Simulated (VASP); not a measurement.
# HfAl5N6 (P-3m1) in VASP: notebook

HfAl5N6 is run at these levels: PBE; tasks: single point.

Everything below comes from runs of VASP 6.6.1. Logs are shortened: lines on timing, memory, paths and dates and some standing lists are left out, and cuts for length are marked.

**1. The cell of the first run**

Symmetry: P-3m1, No. 164, trigonal system. Conventional cell: a = 2.931 Å, b = 2.931 Å, c = 14.592 Å, α = 90.00°, β = 90.00°, γ = 120.00°. Within 3.2 Å of Hf (site symmetry -3m) lie 6 N at 2.25 Å and 6 Hf at 2.93 Å and 6 Al at 3.10 Å. Al (site symmetry 3m) has 6 N at 2.06 Å within 2.7 Å. Within 2.7 Å of Al (site symmetry 3m) lie 6 N at 2.03 to 2.06 Å. Al (site symmetry -3m) has 6 N at 2.06 Å within 2.7 Å. Within 2.7 Å of N (site symmetry 3m) lie 6 Al at 2.06 Å. N (site symmetry 3m) has 3 Al at 2.03 Å and 3 Hf at 2.25 Å within 2.7 Å. N (site symmetry 3m) has 6 Al at 2.06 Å within 2.7 Å.

**2. Single point, PBE**

INCAR

```
SYSTEM = HfAl5N6
PREC     = Accurate       ! precision mode
ENCUT    = 600            ! plane-wave cutoff, eV
EDIFF    = 1E-6           ! SCF threshold, eV
ISMEAR   = 0              ! smearing method
SIGMA    = 0.1            ! smearing width, eV
LREAL    = .FALSE.        ! projectors in reciprocal space
LASPH    = .TRUE.         ! aspherical terms in the spheres
NELM     = 120            ! most SCF steps
ALGO     = Normal         ! electronic algorithm
ISIF     = 2              ! what is computed and relaxed
LWAVE    = .FALSE.        ! write WAVECAR
LCHARG   = .FALSE.        ! write CHGCAR
GGA      = PE             ! functional
NBANDS   = 40             ! bands
GGA_COMPAT= .FALSE.
```

KPOINTS

```
Automatic mesh
0
G
  6 6 1
  0 0 0
```

POSCAR

```
HfAl5N6
1.0
    2.9310156173      0.0000000000      0.0000000000
   -1.4655078086      2.5383339834      0.0000000000
    0.0000000000      0.0000000000     14.5919254341
Hf Al N
1 5 6
Direct
    0.0000000000      0.0000000000      0.5000000000
    0.3333333333      0.6666666667      0.8393299887
    0.6666666667      0.3333333333      0.6783309957
    0.3333333333      0.6666666667      0.3216690043
    0.6666666667      0.3333333333      0.1606700113
    0.0000000000      0.0000000000      0.0000000000
    0.0000000000      0.0000000000      0.7590952056
    0.3333333333      0.6666666667      0.6011591736
    0.6666666667      0.3333333333      0.3988408264
    0.0000000000      0.0000000000      0.2409047944
    0.3333333333      0.6666666667      0.0803169381
    0.6666666667      0.3333333333      0.9196830619
```

Potentials or basis: VASP PAW PBE potentials, release 64 (Hf_pv, Al, N).

On the command line:

```bash
> cat potpaw_PBE.64/Hf_pv/POTCAR potpaw_PBE.64/Al/POTCAR potpaw_PBE.64/N/POTCAR > POTCAR
> mpirun -np 1 vasp_std > vasp.out
```

OUTCAR:

```text
SYSTEM = HfAl5N6
   PREC = Accurate
   ENCUT = 600
   EDIFF = 1E-6
   ISMEAR = 0
   LREAL = .FALSE.
   LASPH = .TRUE.
   NELM = 120
   ISIF = 2
   GGA = PE

 ion  position               nearest neighbor table
   1  0.000  0.000  0.500-   8 2.25   9 2.25   8 2.25   9 2.25   9 2.25   8 2.25   3 3.10   4 3.10
                             4 3.10   3 3.10   4 3.10   3 3.10
   2  0.333  0.667  0.839-   7 2.06   7 2.06   7 2.06  12 2.06  12 2.06  12 2.06   6 2.89   6 2.89
                             6 2.89   3 2.90   3 2.90   3 2.90
   3  0.667  0.333  0.678-   8 2.03   8 2.03   8 2.03   7 2.06   7 2.06   7 2.06   2 2.90   2 2.90
                             2 2.90   1 3.10   1 3.10   1 3.10
   4  0.333  0.667  0.322-   9 2.03   9 2.03   9 2.03  10 2.06  10 2.06  10 2.06   5 2.90   5 2.90
                             5 2.90   1 3.10   1 3.10   1 3.10
   5  0.667  0.333  0.161-  10 2.06  10 2.06  10 2.06  11 2.06  11 2.06  11 2.06   6 2.89   6 2.89
                             6 2.89   4 2.90   4 2.90   4 2.90
   6  0.000  0.000  0.000-  11 2.06  12 2.06  11 2.06  12 2.06  12 2.06  11 2.06   2 2.89   5 2.89
                             2 2.89   5 2.89   2 2.89   5 2.89
   7  0.000  0.000  0.759-   2 2.06   2 2.06   2 2.06   3 2.06   3 2.06   3 2.06
   8  0.333  0.667  0.601-   3 2.03   3 2.03   3 2.03   1 2.25   1 2.25   1 2.25
   9  0.667  0.333  0.399-   4 2.03   4 2.03   4 2.03   1 2.25   1 2.25   1 2.25
  10  0.000  0.000  0.241-   5 2.06   5 2.06   5 2.06   4 2.06   4 2.06   4 2.06
  11  0.333  0.667  0.080-   6 2.06   6 2.06   6 2.06   5 2.06   5 2.06   5 2.06
  12  0.667  0.333  0.920-   6 2.06   6 2.06   6 2.06   2 2.06   2 2.06   2 2.06

  LATTYP: Found a hexagonal cell.
 ALAT       =     2.9310156173
 C/A-ratio  =     4.9784536623

  Lattice vectors:

 A1 = (   2.9310156173,   0.0000000000,   0.0000000000)
 A2 = (  -1.4655078086,   2.5383339834,   0.0000000000)
 A3 = (   0.0000000000,   0.0000000000,  14.5919254341)

Analysis of symmetry for initial positions (statically):
=====================================================================
 Subroutine PRICEL returns:
 Original cell was already a primitive cell.

 Routine SETGRP: Setting up the symmetry group for a
 hexagonal supercell.

 Subroutine GETGRP returns: Found 12 space group operations
 (whereof 12 operations were pure point group operations)
 out of a pool of 24 trial point group operations.

The static configuration has the point symmetry D_3d.

Analysis of symmetry for dynamics (positions and initial velocities):
=====================================================================
 Subroutine PRICEL returns:
 Original cell was already a primitive cell.

 Routine SETGRP: Setting up the symmetry group for a
 hexagonal supercell.

 Subroutine GETGRP returns: Found 12 space group operations
 (whereof 12 operations were pure point group operations)
 out of a pool of 24 trial point group operations.

The dynamic configuration has the point symmetry D_3d.

 Subroutine INISYM returns: Found 12 space group operations
 (whereof 12 operations are pure point group operations),
 and found     1 'primitive' translations

----------------------------------------------------------------------------------------

                                     Primitive cell

  volume of cell :     108.5624

  direct lattice vectors                    reciprocal lattice vectors
     2.931015617  0.000000000  0.000000000     0.341178667  0.196979595  0.000000000
    -1.465507809  2.538333983  0.000000000     0.000000000  0.393959190  0.000000000
     0.000000000  0.000000000 14.591925434     0.000000000  0.000000000  0.068531052

  length of vectors
     2.931015617  2.931015617 14.591925434     0.393959190  0.393959190  0.068531052

  position of ions in fractional coordinates (direct lattice)
     0.000000000  0.000000000  0.500000000
     0.333333333  0.666666667  0.839329989
     0.666666667  0.333333333  0.678330996
     0.333333333  0.666666667  0.321669004
     0.666666667  0.333333333  0.160670011
     0.000000000  0.000000000  0.000000000
     0.000000000  0.000000000  0.759095206
     0.333333333  0.666666667  0.601159174
     0.666666667  0.333333333  0.398840826
     0.000000000  0.000000000  0.240904794
     0.333333333  0.666666667  0.080316938
     0.666666667  0.333333333  0.919683062

  ion indices of the primitive-cell ions
   primitive index   ion index
                 1           1
                 2           2
                 3           3
                 4           4
                 5           5
                 6           6
                 7           7
                 8           8
                 9           9
                10          10
                11          11
                12          12

----------------------------------------------------------------------------------------

 KPOINTS: Automatic mesh

Automatic generation of k-mesh.
 Grid dimensions read from file:
 generate k-points for:    6    6    1

 Generating k-lattice:

  Cartesian coordinates                     Fractional coordinates (reciprocal lattice)
     0.056863111  0.032829932  0.000000000     0.166666667  0.000000000  0.000000000
     0.000000000  0.065659865  0.000000000     0.000000000  0.166666667  0.000000000
     0.000000000  0.000000000  0.068531052     0.000000000  0.000000000  1.000000000

  Length of vectors
     0.065659865  0.065659865  0.068531052

  Shift w.r.t. Gamma in fractional coordinates (k-lattice)
     0.000000000  0.000000000  0.000000000

 Subroutine IBZKPT returns following result:
 ===========================================

 Found      7 irreducible k-points:

 Following reciprocal coordinates:
            Coordinates               Weight
  0.000000  0.000000  0.000000      1.000000
  0.166667  0.000000  0.000000      6.000000
  0.333333  0.000000  0.000000      6.000000
  0.500000  0.000000  0.000000      3.000000
  0.166667  0.166667  0.000000      6.000000
  0.333333  0.166667  0.000000     12.000000
  0.333333  0.333333  0.000000      2.000000
   k-points           NKPTS =      7   k-points in BZ     NKDIM =      7   number of bands    NBANDS=     40
   number of dos      NEDOS =    301   number of ions     NIONS =     12
   total plane-waves  NPLWV =  69120
   dimension x,y,z NGX =    24 NGY =   24 NGZ =  120
   dimension x,y,z NGXF=    48 NGYF=   48 NGZF=  240
   ions per type =               1   5   6
   NGX,Y,Z   is equivalent  to a cutoff of  13.61, 13.61, 13.67 a.u.
   NGXF,Y,Z  is equivalent  to a cutoff of  27.23, 27.23, 27.34 a.u.
 SYSTEM =  HfAl5N6
   PREC   = accura    normal or accurate (medium, high low for compatibility)
   ISTART =      0    job   : 0-new  1-cont  2-samecut
   ICHARG =      2    charge: 1-file 2-atom 10-const
   ISPIN  =      1    spin polarized calculation?
   LNONCOLLINEAR =      F non collinear calculations
   LSORBIT =      F    spin-orbit coupling
   LASPH  =      T    aspherical Exc in radial PAW
   ENCUT  =  600.0 eV  44.10 Ry    6.64 a.u.   5.85  5.85 29.14*2*pi/ulx,y,z
   NELM   =    120;   NELMIN=  2; NELMDL= -5     # of ELM steps
   EDIFF  = 0.1E-05   stopping-criterion for ELM
   LREAL  =      F    real-space projection
   EDIFFG = 0.1E-04   stopping-criterion for IOM
   NSW    =      0    number of steps for IOM
   IBRION =     -1    ionic relax: 0-MD 1-quasi-New 2-CG
   NFREE  =      0    steps in history (QN), initial steepest desc. (CG)
   ISIF   =      2    stress and relaxation
   ISYM   =      2    0-nonsym 1-usesym 2-fastsym
   POTIM  = 0.5000    time-step for ionic-motion
   TEBEG  =    0.0;   TEEND  =   0.0 temperature during run
   PSTRESS=    0.0 pullay stress
   NELECT =      55.0000    total number of electrons
   NUPDOWN=      -1.0000    fix difference up-down
   EMIN   =  10.00;   EMAX   =-10.00  energy-range for DOS
   EFERMI =   0.00;   METHOD = LEGACY
   ISMEAR =     0;   SIGMA  =   0.10  broadening in eV -4-tet -1-fermi 0-gaus
   EFERMI_NEDOS =   21; number of points for ismear=-14 and -15
   IALGO  =     38    algorithm
   IMIX   =      4    mixing-type and parameters
     AMIX     =   0.40;   BMIX     =  1.00
     AMIX_MAG =   1.60;   BMIX_MAG =  1.00
  volume/ion in A,a.u.               =       9.05        61.05
  Fermi-wavevector in a.u.,A,eV,Ry     =   1.305076  2.466237 23.173771  1.703224
  Thomas-Fermi vector in A             =   2.435969
   LORBIT       =      0    0 simple, 1 ext, 2 COOP (PROOUT), +10 PAW based schemes
   GGA     = PE    functional components
   LHFCALC =     F    Hartree Fock is set to
   AEXX    =    0.0000 exact exchange contribution
   IVDW    =     0    specifies the selected vdW correction
   LEPSILON=     F    determine dielectric tensor
   LRPA    =     F    only Hartree local field effects (RPA)
 non-spin polarized calculation
 Gauss-broadening in eV      SIGMA  =   0.10
  energy-cutoff  :      600.00
  volume of cell :      108.56
 maximum number of plane-waves:      3640
 NGX is ok and might be reduce to    24
   NGX = 11   NGY = 11   NGZ = 59

 number of electron      55.0000007 magnetization

 Free energy of the ion-electron system (eV)
  ---------------------------------------------------
  ext. energy  EPLUGINS =         0.00000000
  ---------------------------------------------------
  free energy    TOTEN  =       -93.39283544 eV

  energy without entropy =      -93.37785531  energy(sigma->0) =      -93.38534538

 E-fermi :  10.3062     XC(G=0): -12.2559

 val. band max:       10.2584947817   @ k =   0.3333   0.1667   0.0000
 cond. band min:      10.7823845920   @ k =   0.0000   0.0000   0.0000
 fundamental gap:      0.5238898102
 Fermi energy:        10.3061884093

 k-point     1 :       0.0000    0.0000    0.0000
  band No.  band energies     occupation
      1     -20.6948      2.00000
      2     -19.8702      2.00000
      3     -19.8702      2.00000
      4      -8.1589      2.00000
      5      -7.6688      2.00000
      6      -7.3572      2.00000
[... 283 lines left out ...]
     38      18.3092      0.00000
     39      18.4731      0.00000
 [bands above 39 left out]

------------------------ aborting loop because EDIFF is reached ----------------------------------------

  FORCE on cell =-STRESS in cart. coord.  units (eV):
  Direction    XX          YY          ZZ          XY          YZ          ZX
  --------------------------------------------------------------------------------------
  -------------------------------------------------------------------------------------
  Total       -0.5340236     -0.5340236     -0.6730532     -0.0000000      0.0000000     -0.0000000
  in kB       -7.8811849     -7.8811849     -9.9330004     -0.0000000      0.0000000     -0.0000000
  external PRESSURE =      -8.5651234 kB  Pullay stress =       0.0000000 kB

 VOLUME and BASIS-vectors are now :
 -----------------------------------------------------------------------------
  energy-cutoff  :      600.00
  volume of cell :      108.56
      direct lattice vectors                 reciprocal lattice vectors
     2.931015617  0.000000000  0.000000000     0.341178667  0.196979595  0.000000000
    -1.465507809  2.538333983  0.000000000     0.000000000  0.393959190  0.000000000
     0.000000000  0.000000000 14.591925434     0.000000000  0.000000000  0.068531052

 POSITION                                       TOTAL-FORCE (eV/Angst)
 -----------------------------------------------------------------------------------
      0.00000      0.00000      7.29596         0.000000      0.000000     -0.000000
     -0.00000      1.69222     12.24744         0.000000      0.000000      0.000504
      1.46551      0.84611      9.89816         0.000000     -0.000000     -0.012914
     -0.00000      1.69222      4.69377         0.000000      0.000000      0.012914
      1.46551      0.84611      2.34448         0.000000     -0.000000     -0.000504
      0.00000      0.00000      0.00000         0.000000      0.000000     -0.000000
      0.00000      0.00000     11.07666         0.000000      0.000000      0.001316
     -0.00000      1.69222      8.77207         0.000000      0.000000     -0.117421
      1.46551      0.84611      5.81986        -0.000000     -0.000000      0.117421
      0.00000      0.00000      3.51526         0.000000      0.000000     -0.001316
     -0.00000      1.69222      1.17198        -0.000000      0.000000      0.000340
      1.46551      0.84611     13.41995         0.000000     -0.000000     -0.000340
 -----------------------------------------------------------------------------------
    total drift:                               -0.000000      0.000000     -0.000000

  FREE ENERGIE OF THE ION-ELECTRON SYSTEM (eV)
  ---------------------------------------------------
  free  energy   TOTEN  =       -93.3928354416 eV

  energy  without entropy=      -93.3778553103  energy(sigma->0) =      -93.38534538
```

Run time: 47 s. Hardware: 1 thread of Intel Xeon Platinum 8488C (Sapphire Rapids), shared host; peak memory 0.25 GiB.

What came out:

```yaml
Free_energy: -93.3928 eV
Pressure: -0.9 GPa
Largest_force: 0.117 eV/Å
Band_gap_on_the_k_mesh: zero (an odd number of electrons rules out a gap without spin polarisation)
```

Forces on the atoms (eV/Å):
```
Hf   0.000  0.000  0.000
Al   0.000  0.000  0.001
Al   0.000  0.000 -0.013
Al   0.000  0.000  0.013
Al   0.000  0.000 -0.001
Al   0.000  0.000  0.000
N    0.000  0.000  0.001
N    0.000  0.000 -0.117
N    0.000  0.000  0.117
N    0.000  0.000 -0.001
N    0.000  0.000  0.000
N    0.000  0.000  0.000
```

Stress tensor (GPa, compression positive):
```
-0.79  0.00  0.00
 0.00 -0.79  0.00
 0.00  0.00 -0.99
```

Caveat: the k points lie up to 0.43 Å⁻¹ apart, too coarse for converged energies and pressures of a metal; spin-orbit coupling is left out, which moves the levels of the heavy elements.

**3. Single point, PBE**

This run uses another cell than the first one, of 13.29 Å³/atom.

INCAR

```
PREC = Accurate ; ENCUT = 600
EDIFF = 1E-6 ; ISMEAR = 0
SIGMA = 0.1 ; LREAL = False
LASPH = True ; NELM = 120
ALGO = Normal ; ISIF = 2
LWAVE = False ; LCHARG = True
GGA = PE ; LELF = True
LVHAR = True ; NBANDS = 40
GGA_COMPAT = False
```

KPOINTS

```
Automatic mesh
0
Gamma
  6 6 1
```

POSCAR

```
HfAl5N6
1.0
    3.3495991800      0.0000000000      0.0000000000
   -1.6747995900      2.9008379800      0.0000000000
    0.0000000000      0.0000000000     16.4096176800
Hf Al N
1 5 6
Direct
    0.0000000000      0.0000000000      0.5000000000
    0.3333333300      0.6666666700      0.8333333300
    0.6666666700      0.3333333300      0.6666666700
    0.3333333300      0.6666666700      0.3333333300
    0.6666666700      0.3333333300      0.1666666700
    0.0000000000      0.0000000000      0.0000000000
    0.0000000000      0.0000000000      0.7500000000
    0.3333333300      0.6666666700      0.5833333300
    0.6666666700      0.3333333300      0.4166666700
    0.0000000000      0.0000000000      0.2500000000
    0.3333333300      0.6666666700      0.0833333300
    0.6666666700      0.3333333300      0.9166666700
```

Potentials or basis: VASP PAW PBE potentials, release 64 (Hf_pv, Al, N).

On the command line:

```bash
> cat potpaw_PBE.64/Hf_pv/POTCAR potpaw_PBE.64/Al/POTCAR potpaw_PBE.64/N/POTCAR > POTCAR
> mpirun -np 1 vasp_std > vasp.out
```

Wall time 85 s (1 thread of Intel Xeon Platinum 8488C (Sapphire Rapids), shared host); peak memory 0.34 GiB.

It converged, with:

- Free energy: -83.8409 eV
- Pressure: -39.7 GPa
- Largest force: 1.041 eV/Å
- Band gap on the k mesh: zero (an odd number of electrons rules out a gap without spin polarisation)

Forces on the atoms (eV/Å):
```
Hf   0.000  0.000  0.000
Al   0.000  0.000  0.412
Al   0.000  0.000  1.041
Al   0.000  0.000 -1.041
Al   0.000  0.000 -0.412
Al   0.000  0.000  0.000
N    0.000  0.000 -0.556
N    0.000  0.000  0.438
N    0.000  0.000 -0.438
N    0.000  0.000  0.556
N    0.000  0.000  0.182
N    0.000  0.000 -0.182
```

Stress tensor (GPa, compression positive):
```
-40.22   0.00   0.00
  0.00 -40.22   0.00
  0.00   0.00 -38.66
```

Levels at points of the mesh, in eV from the Fermi level:
```tsv
k point	band 25	band 26	band 27	band 28	band 29	band 30
(0.00, 0.00, 0.00)	-1.73	-1.52	-1.52	-1.19	0.60	0.61
(0.50, 0.00, 0.00)	-2.51	-2.36	-2.09	-0.93	-0.22	0.71
```

Caveat: the k points lie up to 0.38 Å⁻¹ apart, too coarse for converged energies and pressures of a metal; spin-orbit coupling is left out, which moves the levels of the heavy elements; forces of over 1 eV/Å act on the atoms, so gaps and moduli don't describe the material at rest.
